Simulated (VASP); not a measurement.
## BaTiO3: single point with PBEsol

The system is BaTiO3.

```xyz
20
Lattice="3.9941 0.0000 0.0000 0.0000 7.9882 0.0000 0.0000 0.0000 7.9882" Properties=species:S:1:pos:R:3 pbc="T T T"
Ba    1.9680    1.9473    2.0434
Ba    2.0532    1.9934    6.0059
Ba    2.0092    5.9598    1.9649
Ba    2.0527    6.0619    5.9275
Ti    0.0562    0.1186    0.0606
Ti    0.0227   -0.0037    4.0372
Ti    0.0214    4.0858    0.1051
Ti    0.0383    4.0027    4.1343
O     1.8623   -0.0790   -0.0429
O    -0.0569    1.9346   -0.0682
O    -0.1623   -0.0481    1.9305
O     1.8282   -0.0024    3.9188
O    -0.1311    1.9730    3.9100
O    -0.0489   -0.0549    5.9793
O     1.9567    3.9403   -0.0682
O    -0.0820    5.9245   -0.0751
O    -0.0797    3.9234    1.9261
O     1.8408    3.9428    3.9196
O    -0.1149    5.9933    3.9424
O    -0.0537    3.9818    5.9335
```

```json
{
  "Program": "VASP 6.6.1",
  "Task": "single point",
  "Functional": "PBEsol",
  "Potentials or basis": "VASP PAW PBE potentials, release 64 (Ba_sv, Ti_sv, O)",
  "Cutoff": "520 eV",
  "k mesh": "4 × 2 × 2",
  "Occupations": "fermi-dirac, width 0.02 eV",
  "Spin": "no spin polarisation",
  "Dipole correction": "no",
  "Further INCAR settings": "LREAL = Auto; ALGO = Normal; EDIFF = 1e-06; NBANDS = 96"
}
```

```json
{
 "Pressure": "2.8 GPa",
 "Largest force": "1.326 eV/Å",
 "Band gap on the k mesh": "2.26 eV"
}
```

Forces on the atoms (eV/Å):
```
Ba  -0.092  0.597 -0.316
Ba  -0.467  0.078  0.120
Ba  -0.304  0.096  0.079
Ba  -0.569 -0.466  0.810
Ti  -0.425 -1.086 -0.367
Ti  -0.151  0.207 -0.039
Ti   0.047 -0.222 -0.541
Ti  -0.249 -0.188 -1.289
O    0.566  0.353  0.154
O    0.049  0.268  0.156
O    0.440  0.150  0.264
O    0.527 -0.097  0.262
O    0.185 -0.214  0.582
O   -0.191  0.360 -0.973
O   -0.361  0.111  0.187
O    0.188 -0.129  0.356
O    0.085  0.334  0.049
O    0.604  0.267  0.391
O    0.131 -0.299  0.113
O   -0.013 -0.119  0.001
```

Stress tensor (GPa, compression positive):
```
3.89 0.41 0.48
0.41 1.69 0.32
0.48 0.32 2.96
```

Levels at points of the mesh, in eV from the valence-band top:
```tsv
k point	band 77	band 78	band 79	band 80	band 81	band 82	band 83	band 84
(0.00, 0.00, 0.00)	-0.63	-0.56	-0.53	-0.18	2.26	2.43	2.53	2.79
(0.50, 0.00, 0.00)	-0.21	-0.10	-0.09	0.00	2.58	3.74	3.76	3.78
(0.00, 0.50, 0.00)	-0.75	-0.74	-0.60	-0.53	2.46	2.67	2.87	2.89
(0.00, 0.00, 0.50)	-0.72	-0.70	-0.58	-0.54	2.31	2.73	2.86	2.97
(0.50, 0.50, 0.00)	-0.58	-0.39	-0.22	-0.09	2.99	3.17	3.77	3.78
(0.50, 0.00, 0.50)	-0.56	-0.45	-0.23	-0.01	3.01	3.42	3.76	3.76
(0.00, 0.50, 0.50)	-0.69	-0.55	-0.53	-0.50	2.76	2.81	2.89	3.01
(0.50, 0.50, 0.50)	-0.66	-0.61	-0.51	-0.40	3.24	3.47	3.67	3.73
```

It took 10 min on 1 thread of Oxide Virtual Turin-like Processor, on a shared host, peak memory 0.38 GiB.

Caveat: the PAW data sets were made with another functional, which shifts forces and pressure a little; spin-orbit coupling is left out, which moves the levels of the heavy elements. A hybrid or GW would open this gap; PBEsol tends to underestimate it.
